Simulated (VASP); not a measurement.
Here is a VASP 6.6.1 calculation.

The input INCAR:

```
SYSTEM = MoS2
PREC = Accurate
ENCUT = 400
EDIFF = 1E-6
ISMEAR = 0
SIGMA = 0.02
LREAL = .FALSE.
LASPH = .TRUE.
NELM = 120
ALGO = Normal
ISIF = 2
LWAVE = .FALSE.
LCHARG = .FALSE.
LDIPOL = .TRUE.
IDIPOL = 3
DIPOL = 0.5 0.5 0.351
GGA = PS
NBANDS = 20
GGA_COMPAT = .FALSE.
NELMDL = -8
```

The input KPOINTS:

```
Automatic mesh
0
G
  12 12 1
  0 0 0
```

File POSCAR:

```
MoS2
1.0
    3.1916000000      0.0000000000      0.0000000000
   -1.5958000000      2.7366402760      0.0000000000
    0.0000000000      0.0000000000     30.0600000012
S Mo
2 1
Direct
    0.6668601229      0.3337202458      0.3000225328
    0.6668601229      0.3337202458      0.4029049455
    0.3329464209      0.6658928418      0.3514637392
```

Potentials or basis: VASP PAW PBE potentials, release 64 (S, Mo_sv).

Run with:

```console
$ cat potpaw_PBE.64/S/POTCAR potpaw_PBE.64/Mo_sv/POTCAR > POTCAR
$ mpirun -np 1 vasp_std > vasp.out
```

Task: What does it give for the band gap on the k mesh?

Result: 1.61 eV, indirect (least direct gap 1.68 eV).

Task: What does it give for the largest force?

Result: 0.005 eV/Å.

Forces on the atoms (eV/Å):
```
S    0.000  0.000 -0.005
S    0.000  0.000  0.005
Mo   0.000 -0.001  0.000
```

Caveat: the PAW data sets were made with another functional, which shifts forces and pressure a little.
